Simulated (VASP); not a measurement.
**TiB2: single point with PBEsol**

The system is TiB2.

```
CELL_PARAMETERS angstrom
3.04926 0.00000 0.00000
-1.52463 2.64074 0.00000
0.00000 0.00000 3.24978
ATOMIC_POSITIONS crystal
Ti 0.00000 0.00000 0.00000
B 0.66667 0.33333 0.50000
B 0.33333 0.66667 0.50000
```

This cell differs from its parent crystal: volume scaled by 1.02.

| Quantity | Value |
| --- | --- |
| Program | VASP 6.6.1 |
| Task | single point |
| Functional | PBEsol |
| Potentials or basis | VASP PAW PBE potentials, release 64 (Ti_sv, B) |
| Cutoff | 520 eV |
| k mesh | 10 × 10 × 8 |
| Occupations | fermi-dirac, width 0.05 eV |
| Spin | no spin polarisation |

| Property | Result |
| --- | --- |
| Pressure | -9.4 GPa |
| Band gap on the k mesh | zero (band 9 reaches 10.05 eV, above the bottom of band 10 at 9.51 eV) |

Stress tensor (GPa, compression positive):
```
 -8.96   0.00   0.00
  0.00  -8.96   0.00
  0.00   0.00 -10.17
```

Levels at points of the mesh, in eV from the Fermi level:
```csv
k point,band 6,band 7,band 8,band 9,band 10,band 11,band 12,band 13
"(0.00, 0.00, 0.00)",-2.48,-2.48,-2.23,-2.03,1.90,1.90,3.65,3.65
"(0.50, 0.00, 0.00)",-9.07,-3.15,-3.10,-2.17,1.36,2.74,3.21,3.40
"(0.00, 0.00, 0.50)",-7.47,-0.45,-0.45,-0.12,-0.12,0.48,0.48,1.65
"(0.50, 0.00, 0.50)",-7.40,-4.49,-3.70,-3.06,2.48,2.92,4.43,4.56
```

It took 9.1 s on 1 thread of Intel(R) Xeon(R) 6975P-C (Granite Rapids), with other jobs on the host, peak memory 0.15 GiB.

Caveat: the PAW data sets were made with another functional, which shifts forces and pressure a little.
